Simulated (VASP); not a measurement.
# Ta2N (P-3m1) in VASP: further runs, part 2 of 2

VASP 6.6.1. The steps go on from the part before.

**5. Single point, PBEsol (strain -0.050 along x and y, +0.000 along z)**

The input, INCAR:

```
PREC     = Accurate       # precision mode
ENCUT    = 520            # plane-wave cutoff, eV
EDIFF    = 1E-7           # SCF threshold, eV
ISMEAR   = 0              # smearing method
SIGMA    = 0.15           # smearing width, eV
LREAL    = F              # projectors in reciprocal space
LASPH    = T              # aspherical terms in the spheres
NELM     = 60             # most SCF steps
ALGO     = Normal         # electronic algorithm
ISIF     = 2              # what is computed and relaxed
LWAVE    = F              # write WAVECAR
LCHARG   = T              # write CHGCAR
GGA      = PS             # functional
LELF     = T              # ELF
LVHAR    = T            
NBANDS   = 20             # bands
```

The input, KPOINTS:

```
regular mesh
0
Gamma
  18 18 10
```

The input, POSCAR:

```
Ta2N
1.0
    2.9246846176      0.0000000000      0.0000000000
   -1.4623423088      2.5328511769      0.0000000000
    0.0000000000      0.0000000000      4.8232571780
Ta N
2 1
Direct
    0.6666666667      0.3333333333      0.7462554481
    0.3333333333      0.6666666667      0.2537445519
    0.0000000000      0.0000000000      0.0000000000
```

Run with:

```console
> cat potpaw_PBE.64/Ta_pv/POTCAR potpaw_PBE.64/N/POTCAR > POTCAR
> mpirun -np 1 vasp_std > vasp.out
```

Run time: 4.6 min. Hardware: 1 thread of Intel Xeon 8259CL, shared host; peak memory 0.33 GiB.

It converged, with:

```yaml
Free_energy: -36.0012 eV
Pressure: 40.0 GPa
Largest_force: 1.384 eV/Å
Band_gap_on_the_k_mesh: zero (an odd number of electrons rules out a gap without spin polarisation)
```

Forces on the atoms (eV/Å):
```
Ta   0.000  0.000 -1.384
Ta   0.000  0.000  1.384
N    0.000  0.000  0.000
```

Stress tensor (GPa, compression positive):
```
44.53  0.00  0.00
 0.00 44.53  0.00
 0.00  0.00 31.03
```

Levels at points of the mesh, in eV from the Fermi level:
| k point | band 10 | band 11 | band 12 | band 13 | band 14 | band 15 | band 16 | band 17 | band 18 | band 19 |
| --- | --- | --- | --- | --- | --- | --- | --- | --- | --- | --- |
| (0.00, 0.00, 0.00) | -6.52 | -4.90 | -1.32 | -0.28 | -0.28 | 0.33 | 0.78 | 0.78 | 1.45 | 1.45 |
| (0.50, 0.00, 0.00) | -6.90 | -5.31 | -2.55 | -1.08 | 1.42 | 2.83 | 4.71 | 4.81 | 5.05 | 5.56 |
| (0.00, 0.00, 0.50) | -6.70 | -3.53 | -2.88 | -1.07 | -1.07 | 1.82 | 2.71 | 2.71 | 2.91 | 2.91 |
| (0.50, 0.00, 0.50) | -6.59 | -4.00 | -2.01 | -1.96 | -0.44 | 1.15 | 4.47 | 4.68 | 5.24 | 5.27 |

Caveat: the cell differs from its parent crystal (strain -0.050 along x and y, +0.000 along z); the stress differs along the axes, from 31 to 45 GPa; the PAW data sets were made with another functional, which shifts forces and pressure a little; spin-orbit coupling is left out, which moves the levels of the heavy elements.

**6. Single point, PBEsol (strain -0.025 along x and y, -0.050 along z)**

The input, INCAR:

```
SYSTEM = Ta2N
ALGO     = Normal         ! electronic algorithm
EDIFF    = 1E-6           ! SCF threshold, eV
ENCUT    = 520            ! plane-wave cutoff, eV
GGA      = PS             ! functional
ISIF     = 2              ! what is computed and relaxed
ISMEAR   = 0              ! smearing method
LASPH    = .True.         ! aspherical terms in the spheres
LCHARG   = .False.        ! write CHGCAR
LREAL    = .False.        ! projectors in reciprocal space
LWAVE    = .False.        ! write WAVECAR
NBANDS   = 20             ! bands
NELM     = 80             ! most SCF steps
PREC     = Accurate       ! precision mode
SIGMA    = 0.15           ! smearing width, eV
```

The input, KPOINTS:

```
k-points
0
Gamma
  18 18 10
  0 0 0
```

The input, POSCAR:

```
Ta2N
1.0
    3.0016500023      0.0000000000      0.0000000000
   -1.5008250012      2.5995051552      0.0000000000
    0.0000000000      0.0000000000      4.5820943191
Ta N
2 1
Direct
    0.6666666667      0.3333333333      0.7462554481
    0.3333333333      0.6666666667      0.2537445519
    0.0000000000      0.0000000000      0.0000000000
```

Potentials or basis: VASP PAW PBE potentials, release 64 (Ta_pv, N).

Run with:

```console
> cat potpaw_PBE.64/Ta_pv/POTCAR potpaw_PBE.64/N/POTCAR > POTCAR
> mpirun -np 1 vasp_std > vasp.out
```

OUTCAR:

```text
SYSTEM = Ta2N
   EDIFF = 1E-6
   ENCUT = 520
   GGA = PS
   ISIF = 2
   ISMEAR = 0
   LASPH = .True.
   LREAL = .False.
   NELM = 80
   PREC = Accurate

 ion  position               nearest neighbor table
   1  0.667  0.333  0.746-   3 2.09   3 2.09   3 2.09   2 2.85   2 2.85   2 2.85   2 2.90   2 2.90
                             2 2.90
   2  0.333  0.667  0.254-   3 2.09   3 2.09   3 2.09   1 2.85   1 2.85   1 2.85   1 2.90   1 2.90
                             1 2.90
   3  0.000  0.000  0.000-   1 2.09   2 2.09   2 2.09   1 2.09   1 2.09   2 2.09

  LATTYP: Found a hexagonal cell.
 ALAT       =     3.0016500023
 C/A-ratio  =     1.5265251830

  Lattice vectors:

 A1 = (   3.0016500023,   0.0000000000,   0.0000000000)
 A2 = (  -1.5008250012,   2.5995051552,   0.0000000000)
 A3 = (   0.0000000000,   0.0000000000,   4.5820943191)

Analysis of symmetry for initial positions (statically):
=====================================================================
 Subroutine PRICEL returns:
 Original cell was already a primitive cell.

 Routine SETGRP: Setting up the symmetry group for a
 hexagonal supercell.

[... 167 lines left out ...]
  energy without entropy =      -36.03168923  energy(sigma->0) =      -36.03742609

 E-fermi :   8.5606     XC(G=0): -13.6905

 val. band max:        8.5571097362   @ k =   0.1111  -0.0000   0.1000
 cond. band min:       8.5620801216   @ k =   0.2778   0.0556   0.5000
 fundamental gap:      0.0049703854
 Fermi energy:         8.5606098448

 k-point     1 :       0.0000    0.0000    0.0000
  band No.  band energies     occupation
      1     -27.1538      2.00000
      2     -25.9851      2.00000
      3     -25.9851      2.00000
      4     -25.7714      2.00000
      5     -25.7714      2.00000
      6     -25.5586      2.00000
[... 541 lines left out ...]
     19      14.1312      0.00000
     20      14.3980      0.00000

 [... further k-points ...]

------------------------ aborting loop because EDIFF is reached ----------------------------------------

  FORCE on cell =-STRESS in cart. coord.  units (eV):
  Direction    XX          YY          ZZ          XY          YZ          ZX
  --------------------------------------------------------------------------------------
  -------------------------------------------------------------------------------------
  Total        8.2394086      8.2394086      9.9533289     -0.0000000      0.0000000     -0.0000000
  in kB      369.2256519    369.2256519    446.0301117     -0.0000000      0.0000000     -0.0000000
  external PRESSURE =     394.8271385 kB  Pullay stress =       0.0000000 kB

 VOLUME and BASIS-vectors are now :
 -----------------------------------------------------------------------------
  energy-cutoff  :      520.00
  volume of cell :       35.75
      direct lattice vectors                 reciprocal lattice vectors
     3.001650002  0.000000000  0.000000000     0.333150101  0.192344300  0.000000000
    -1.500825001  2.599505155  0.000000000     0.000000000  0.384688600  0.000000000
     0.000000000  0.000000000  4.582094319     0.000000000  0.000000000  0.218240815

 POSITION                                       TOTAL-FORCE (eV/Angst)
 -----------------------------------------------------------------------------------
      1.50083      0.86650      3.41941        -0.000000      0.000000     -0.622582
     -0.00000      1.73300      1.16268         0.000000     -0.000000      0.622582
      0.00000      0.00000      0.00000         0.000000      0.000000      0.000000
 -----------------------------------------------------------------------------------
    total drift:                                0.000000     -0.000000      0.000000

  FREE ENERGIE OF THE ION-ELECTRON SYSTEM (eV)
  ---------------------------------------------------
  free  energy   TOTEN  =       -36.0431629557 eV

  energy  without entropy=      -36.0316892274  energy(sigma->0) =      -36.03742609
```

OSZICAR:

```text
N       E                     dE             d eps       ncg     rms          rms(c)
DAV:   1     0.214573851048E+03    0.21457E+03   -0.15051E+04 13200   0.142E+03
DAV:   2    -0.297176442624E+02   -0.24429E+03   -0.23798E+03 14948   0.407E+02
DAV:   3    -0.389107090654E+02   -0.91931E+01   -0.90421E+01 16440   0.723E+01
DAV:   4    -0.390178472554E+02   -0.10714E+00   -0.10664E+00 15772   0.743E+00
DAV:   5    -0.390188814052E+02   -0.10341E-02   -0.10338E-02 16060   0.620E-01    0.347E+01
DAV:   6    -0.363626261560E+02    0.26563E+01   -0.12845E+01 16852   0.242E+01    0.169E+01
DAV:   7    -0.361015571775E+02    0.26107E+00   -0.14807E+00 14728   0.830E+00    0.825E+00
DAV:   8    -0.360469767330E+02    0.54580E-01   -0.19065E-01 15724   0.359E+00    0.365E-01
DAV:   9    -0.360435884380E+02    0.33883E-02   -0.23382E-02 15784   0.105E+00    0.229E-01
DAV:  10    -0.360432499942E+02    0.33844E-03   -0.34973E-03 16764   0.499E-01    0.663E-02
DAV:  11    -0.360431695580E+02    0.80436E-04   -0.65262E-04 15404   0.161E-01    0.247E-02
DAV:  12    -0.360431632988E+02    0.62592E-05   -0.45330E-05 15128   0.523E-02    0.590E-03
DAV:  13    -0.360431629557E+02    0.34317E-06   -0.52969E-06 15424   0.140E-02
   1 F= -.36043163E+02 E0= -.36037426E+02  d E =-.114737E-01
```

stdout:

```text
POSCAR found type information on POSCAR TaN
 POSCAR found :  2 types and       3 ions
 scaLAPACK will be used
 -----------------------------------------------------------------------------
|                                                                             |
|                                                                             |
|     You enforced a specific xc type in the INCAR file but a different       |
|     I HOPE YOU KNOW WHAT YOU ARE DOING!                                     |
|                                                                             |
 -----------------------------------------------------------------------------

 LDA part: xc-table for (Slater+PW92), standard interpolation
 POSCAR, INCAR and KPOINTS ok, starting setup
 FFT: planning ... GRIDC
 FFT: planning ... GRID_SOFT
 FFT: planning ... GRID
 WAVECAR not read
 entering main loop
```

It took 4.1 min on 1 thread of Intel Xeon 8259CL, shared host; peak memory 0.33 GiB.

Results:

```yaml
Free_energy: -36.0432 eV
Pressure: 39.5 GPa
Largest_force: 0.623 eV/Å
Band_gap_on_the_k_mesh: zero (an odd number of electrons rules out a gap without spin polarisation)
```

Forces on the atoms (eV/Å):
```
Ta   0.000  0.000 -0.623
Ta   0.000  0.000  0.623
N    0.000  0.000  0.000
```

Caveat: the cell differs from its parent crystal (strain -0.025 along x and y, -0.050 along z); the stress differs along the axes, from 37 to 45 GPa; the PAW data sets were made with another functional, which shifts forces and pressure a little; spin-orbit coupling is left out, which moves the levels of the heavy elements.

**7. The runs side by side**

| cell | gap on the mesh (eV) | pressure (GPa) | largest force (eV/Å) |
| --- | --- | --- | --- |
| a = 3.233, b = 3.233, c = 5.064 Å, angles 90.0, 90.0, 120.0°, 3 atoms | none | -31.9 | 0.70 |
| a = 2.925, b = 2.925, c = 4.582 Å, angles 90.0, 90.0, 120.0°, 3 atoms | none | 66.1 | 1.43 |
| a = 2.925, b = 2.925, c = 4.703 Å, angles 90.0, 90.0, 120.0°, 3 atoms | none | 52.2 | 1.42 |
| a = 2.925, b = 2.925, c = 4.823 Å, angles 90.0, 90.0, 120.0°, 3 atoms | none | 40.0 | 1.38 |
| a = 3.002, b = 3.002, c = 4.582 Å, angles 90.0, 90.0, 120.0°, 3 atoms | none | 39.5 | 0.62 |

Alike in all rows: task single point; level PBEsol; potentials or basis VASP PAW PBE potentials, release 64 (Ta_pv, N); no spin polarisation; k mesh 18 × 18 × 10; cutoff (eV) 520; smearing gaussian 0.15 eV.

Caveats: the PAW data sets were made with another functional, which shifts forces and pressure a little; spin-orbit coupling is left out, which moves the levels of the heavy elements; the cell stands under tension (at least some runs); the cell stands under pressure (at least some runs); the stress differs along the axes, from 47 to 55 GPa (at least some runs); the stress differs along the axes, from 31 to 45 GPa (at least some runs); the stress differs along the axes, from 37 to 45 GPa (at least some runs).

Absolute energies hang on the potentials; compare differences alone.
